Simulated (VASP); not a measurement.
# CaSe (Fm-3m) in VASP: a series of runs

The runs below take CaSe through single point, relaxation of cell and atoms, with PBE+D3(BJ).

Program: VASP 6.6.1. These are calculated values, not measurements. Logs are shortened: lines on timing, memory, paths and dates and some standing lists are left out, and cuts for length are marked.

## 1. The cell of the first run

Symmetry: Fm-3m, No. 225, cubic system. The conventional cell has a = 5.869 Å, b = 5.869 Å, c = 5.869 Å, α = 90.00°, β = 90.00°, γ = 90.00°. Within 3.9 Å of Ca (site symmetry m-3m) lie 6 Se at 2.93 Å. Within 3.9 Å of Se (site symmetry m-3m) lie 6 Ca at 2.93 Å.

## 2. Single point, PBE+D3(BJ)

Input file INCAR:

```
SYSTEM = CaSe
PREC = Accurate ; ENCUT = 520
EDIFF = 1E-6 ; ISMEAR = 0
SIGMA = 0.02 ; LREAL = .FALSE.
LASPH = .TRUE. ; NELM = 60
ALGO = Normal ; ISIF = 2
LWAVE = .FALSE. ; LCHARG = .TRUE.
GGA = PE ; IVDW = 12
LELF = .TRUE. ; LVHAR = .TRUE.
NBANDS = 15
```

Input file KPOINTS:

```
regular mesh
0
G
  8 8 8
  0 0 0
```

Input file POSCAR:

```
CaSe
1.0
    0.0000000000      2.9346914651      2.9346914651
    2.9346914651      0.0000000000      2.9346914651
    2.9346914651      2.9346914651      0.0000000000
Ca Se
1 1
Direct
    0.0000000000      0.0000000000      0.0000000000
    0.5000000000      0.5000000000      0.5000000000
```

Potentials or basis: VASP PAW PBE potentials, release 64 (Ca_sv, Se).

Command:

```bash
> cat potpaw_PBE.64/Ca_sv/POTCAR potpaw_PBE.64/Se/POTCAR > POTCAR
> mpirun -np 1 vasp_std > vasp.out
```

OUTCAR:

```text
SYSTEM = CaSe
   PREC = Accurate
   ENCUT = 520
   EDIFF = 1E-6
   ISMEAR = 0
   LREAL = .FALSE.
   LASPH = .TRUE.
   NELM = 60
   ISIF = 2
   GGA = PE
   IVDW = 12
 IVDW          = 12

 ion  position               nearest neighbor table
   1  0.000  0.000  0.000-   2 2.93   2 2.93   2 2.93   2 2.93   2 2.93   2 2.93
   2  0.500  0.500  0.500-   1 2.93   1 2.93   1 2.93   1 2.93   1 2.93   1 2.93

  LATTYP: Found a face centered cubic cell.
 ALAT       =     5.8693829302

  Lattice vectors:

 A1 = (   0.0000000000,   2.9346914651,   2.9346914651)
 A2 = (   2.9346914651,   0.0000000000,   2.9346914651)
 A3 = (   2.9346914651,   2.9346914651,   0.0000000000)

Analysis of symmetry for initial positions (statically):
=====================================================================
 Subroutine PRICEL returns:
 Original cell was already a primitive cell.

 Routine SETGRP: Setting up the symmetry group for a
 face centered cubic supercell.

 Subroutine GETGRP returns: Found 48 space group operations
 (whereof 48 operations were pure point group operations)
 out of a pool of 48 trial point group operations.

The static configuration has the point symmetry O_h .

Analysis of symmetry for dynamics (positions and initial velocities):
=====================================================================
 Subroutine PRICEL returns:
 Original cell was already a primitive cell.

 Routine SETGRP: Setting up the symmetry group for a
 face centered cubic supercell.

 Subroutine GETGRP returns: Found 48 space group operations
 (whereof 48 operations were pure point group operations)
 out of a pool of 48 trial point group operations.

The dynamic configuration has the point symmetry O_h .

 Subroutine INISYM returns: Found 48 space group operations
 (whereof 48 operations are pure point group operations),
 and found     1 'primitive' translations

----------------------------------------------------------------------------------------

                                     Primitive cell

  volume of cell :      50.5496

  direct lattice vectors                    reciprocal lattice vectors
     0.000000000  2.934691465  2.934691465    -0.170375662  0.170375662  0.170375662
     2.934691465  0.000000000  2.934691465     0.170375662 -0.170375662  0.170375662
     2.934691465  2.934691465  0.000000000     0.170375662  0.170375662 -0.170375662

  length of vectors
     4.150280471  4.150280471  4.150280471     0.295099302  0.295099302  0.295099302

  position of ions in fractional coordinates (direct lattice)
     0.000000000  0.000000000  0.000000000
     0.500000000  0.500000000  0.500000000

  ion indices of the primitive-cell ions
[... 88 lines left out ...]
   EMIN   =  10.00;   EMAX   =-10.00  energy-range for DOS
   EFERMI =   0.00;   METHOD = LEGACY
   ISMEAR =     0;   SIGMA  =   0.02  broadening in eV -4-tet -1-fermi 0-gaus
   EFERMI_NEDOS =   21; number of points for ismear=-14 and -15
   IALGO  =     38    algorithm
   IMIX   =      4    mixing-type and parameters
     AMIX     =   0.40;   BMIX     =  1.00
     AMIX_MAG =   1.60;   BMIX_MAG =  1.00
  volume/ion in A,a.u.               =      25.27       170.56
  Fermi-wavevector in a.u.,A,eV,Ry     =   1.115687  2.108343 16.935954  1.244758
  Thomas-Fermi vector in A             =   2.252294
   LORBIT       =      0    0 simple, 1 ext, 2 COOP (PROOUT), +10 PAW based schemes
   GGA     = PE    functional components
   LHFCALC =     F    Hartree Fock is set to
   AEXX    =    0.0000 exact exchange contribution
   IVDW    =    12    specifies the selected vdW correction
   LEPSILON=     F    determine dielectric tensor
   LRPA    =     F    only Hartree local field effects (RPA)
 non-spin polarized calculation
 Gauss-broadening in eV      SIGMA  =   0.02
  energy-cutoff  :      520.00
  volume of cell :       50.55
 maximum number of plane-waves:      1380
   NGX = 15   NGY = 15   NGZ = 15

 number of electron      16.0000001 magnetization

 Free energy of the ion-electron system (eV)
  ---------------------------------------------------
  ext. energy  EPLUGINS =         0.00000000
  ---------------------------------------------------
  free energy    TOTEN  =        -9.46635242 eV

  energy without entropy =       -9.46635242  energy(sigma->0) =       -9.46635242

 E-fermi :   2.8138     XC(G=0):  -9.2545

 val. band max:        2.6105239991   @ k =   0.0000   0.0000   0.0000
 cond. band min:       4.5764257239   @ k =   0.5000   0.5000   0.0000
 fundamental gap:      1.9659017248
 Fermi energy:         2.8138228947

 k-point     1 :       0.0000    0.0000    0.0000
  band No.  band energies     occupation
      1     -37.0683      2.00000
      2     -18.0666      2.00000
      3     -18.0666      2.00000
      4     -18.0666      2.00000
      5      -9.2713      2.00000
      6       2.6105      2.00000
      7       2.6105      2.00000
      8       2.6105      2.00000
      9       6.0796      0.00000
     10       6.3074      0.00000
     11       6.3074      0.00000
     12       6.3074      0.00000
     13       6.8997      0.00000
     14       6.8997      0.00000
[... 401 lines left out ...]
      2     -18.1706      2.00000
      3     -18.1030      2.00000
      4     -18.0852      2.00000
      5      -8.5467      2.00000
      6      -0.2969      2.00000
      7       0.9294      2.00000
      8       1.3266      2.00000
      9       7.1145      0.00000
     10       7.4024      0.00000
     11       8.4012      0.00000
     12       8.7082      0.00000
     13       9.0513      0.00000
     14       9.9396      0.00000
     15      11.3937      0.00000

 [... further k-points ...]

------------------------ aborting loop because EDIFF is reached ----------------------------------------

 Edisp (eV)   -0.72412

 E8    (eV) :    -0.3331

  FORCE on cell =-STRESS in cart. coord.  units (eV):
  Direction    XX          YY          ZZ          XY          YZ          ZX
  --------------------------------------------------------------------------------------
  -------------------------------------------------------------------------------------
  Total       0.06059     0.06059     0.06059     0.00000     0.00000    -0.00000
  in kB       1.92045     1.92045     1.92045     0.00000     0.00000    -0.00000
  external pressure =        1.92 kB  Pullay stress =        0.00 kB

 VOLUME and BASIS-vectors are now :
 -----------------------------------------------------------------------------
  energy-cutoff  :      520.00
  volume of cell :       50.55
      direct lattice vectors                 reciprocal lattice vectors
     0.000000000  2.934691465  2.934691465    -0.170375662  0.170375662  0.170375662
     2.934691465  0.000000000  2.934691465     0.170375662 -0.170375662  0.170375662
     2.934691465  2.934691465  0.000000000     0.170375662  0.170375662 -0.170375662

 POSITION                                       TOTAL-FORCE (eV/Angst)
 -----------------------------------------------------------------------------------
      0.00000      0.00000      0.00000        -0.000000      0.000000     -0.000000
      2.93469      2.93469      2.93469         0.000000     -0.000000      0.000000
 -----------------------------------------------------------------------------------
    total drift:                                0.000000     -0.000000     -0.000000

  FREE ENERGIE OF THE ION-ELECTRON SYSTEM (eV)
  ---------------------------------------------------
  free  energy   TOTEN  =       -10.1904735589 eV

  energy  without entropy=      -10.1904735589  energy(sigma->0) =      -10.19047356
```

OSZICAR:

```text
N       E                     dE             d eps       ncg     rms          rms(c)
DAV:   1     0.108752484055E+03    0.10875E+03   -0.75440E+03   870   0.993E+02
DAV:   2    -0.493406066993E+01   -0.11369E+03   -0.10820E+03  1073   0.247E+02
DAV:   3    -0.937212228737E+01   -0.44381E+01   -0.43911E+01  1166   0.466E+01
DAV:   4    -0.960380993134E+01   -0.23169E+00   -0.23160E+00  1245   0.887E+00
DAV:   5    -0.960484156584E+01   -0.10316E-02   -0.10316E-02  1164   0.715E-01    0.424E+00
DAV:   6    -0.947147691728E+01    0.13336E+00   -0.17093E-01  1045   0.221E+00    0.254E+00
DAV:   7    -0.946260486747E+01    0.88720E-02   -0.96013E-02  1120   0.199E+00    0.797E-01
DAV:   8    -0.946614311996E+01   -0.35383E-02   -0.11092E-02   919   0.807E-01    0.115E-01
DAV:   9    -0.946623073954E+01   -0.87620E-04   -0.59673E-04  1132   0.254E-01    0.447E-02
DAV:  10    -0.946633653329E+01   -0.10579E-03   -0.14113E-04   989   0.755E-02    0.157E-02
DAV:  11    -0.946635336761E+01   -0.16834E-04   -0.37818E-05  1066   0.543E-02    0.918E-03
DAV:  12    -0.946635242437E+01    0.94324E-06   -0.20926E-06  1019   0.116E-02
   1 F= -.10190474E+02 E0= -.10190474E+02  d E =-.883734E-49
```

stdout:

```text
POSCAR found type information on POSCAR CaSe
 POSCAR found :  2 types and       2 ions
 scaLAPACK will be used
 LDA part: xc-table for (Slater+PW92), standard interpolation
 POSCAR, INCAR and KPOINTS ok, starting setup
 FFT: planning ... GRIDC
 FFT: planning ... GRID_SOFT
 FFT: planning ... GRID
 WAVECAR not read
 entering main loop
```

Run time: 15 s. Hardware: 1 thread of Intel Xeon Platinum 8375C at 2.90GHz (Ice Lake), shared host; peak memory 0.19 GiB.

Results:

```yaml
Free_energy: -10.1905 eV
Pressure: 0.2 GPa
Band_gap_on_the_k_mesh: 1.97 eV (least direct gap 2.92 eV)
Dispersion_energy_per_atom: -0.362 eV
```

## 3. Relaxation of cell and atoms, PBE+D3(BJ)

This run uses another cell than the first one, of 26.45 Å³/atom.

Input file INCAR:

```
SYSTEM = CaSe
PREC = Accurate
ENCUT = 600
EDIFF = 1E-6
ISMEAR = 0
SIGMA = 0.02
LREAL = .FALSE.
LASPH = .TRUE.
NELM = 60
ALGO = Normal
ISIF = 3
LWAVE = .FALSE.
LCHARG = .FALSE.
GGA = PE
IVDW = 12
IBRION = 2
NSW = 70
EDIFFG = -0.005
```

KPOINTS is that of step 2.

Input file POSCAR:

```
CaSe
1.0
    0.0000000000      2.9793658640      2.9793658640
    2.9793658640      0.0000000000      2.9793658640
    2.9793658640      2.9793658640      0.0000000000
Ca Se
1 1
Direct
    0.0000000000      0.0000000000      0.0000000000
    0.5000000000      0.5000000000      0.5000000000
```

Potentials or basis: VASP PAW PBE potentials, release 64 (Ca_sv, Se).

Command:

```bash
> cat potpaw_PBE.64/Ca_sv/POTCAR potpaw_PBE.64/Se/POTCAR > POTCAR
> mpirun -np 1 vasp_std > vasp.out
```

It took 46 s on 1 thread of Intel Xeon Platinum 8375C at 2.90GHz (Ice Lake), shared host; peak memory 0.22 GiB.

Results (log left out):

| Item | Value |
| --- | --- |
| Free energy | -10.1910 eV |
| Relaxed volume | 25.37 Å³/atom |
| Relaxed cell | a = 4.156 Å, b = 4.156 Å, c = 4.156 Å, α = 60.00°, β = 60.00°, γ = 60.00° |
| Space group after relaxing (to 0.1 Å) | Fm-3m (No. 225) |
| Energy gained by relaxing | 6.9 meV/atom |
| Ionic steps | 3 |
| Pressure after relaxing | 0.0 GPa |
| Band gap on the k mesh | 1.98 eV (least direct gap 2.93 eV) |
| Dispersion energy per atom | -0.361 eV |

The path:
| step | energy change (eV) | largest force (eV/Å) | pressure (GPa) | volume (Å³) |
| --- | --- | --- | --- | --- |
| 1 | 0.0000 | 0.0000 | -2.00 | 52.89 |
| 2 | -0.0135 | 0.0000 | 0.35 | 50.41 |
| 3 | -0.0139 | 0.0000 | 0.01 | 50.74 |

Final structure:
```xyz
2
Lattice="0.0000 2.9385 2.9385 2.9385 0.0000 2.9385 2.9385 2.9385 0.0000" Properties=species:S:1:pos:R:3 pbc="T T T"
Ca    0.0000    0.0000    0.0000
Se    2.9385    2.9385    2.9385
```

Levels at points of the mesh, in eV from the valence-band top:
| k point | band 4 | band 5 | band 6 | band 7 | band 8 | band 9 | band 10 | band 11 | band 12 |
| --- | --- | --- | --- | --- | --- | --- | --- | --- | --- |
| (0.00, 0.00, 0.00) | -20.69 | -11.87 | 0.00 | 0.00 | 0.00 | 3.45 | 3.70 | 3.70 | 3.70 |
| (0.50, 0.00, 0.00) | -20.70 | -11.13 | -3.36 | -1.24 | -1.24 | 4.55 | 5.53 | 5.56 | 5.56 |
| (0.50, 0.50, 0.00) | -20.72 | -11.27 | -2.57 | -0.95 | -0.95 | 1.98 | 5.08 | 5.14 | 6.11 |

A k mesh can miss the band edges.
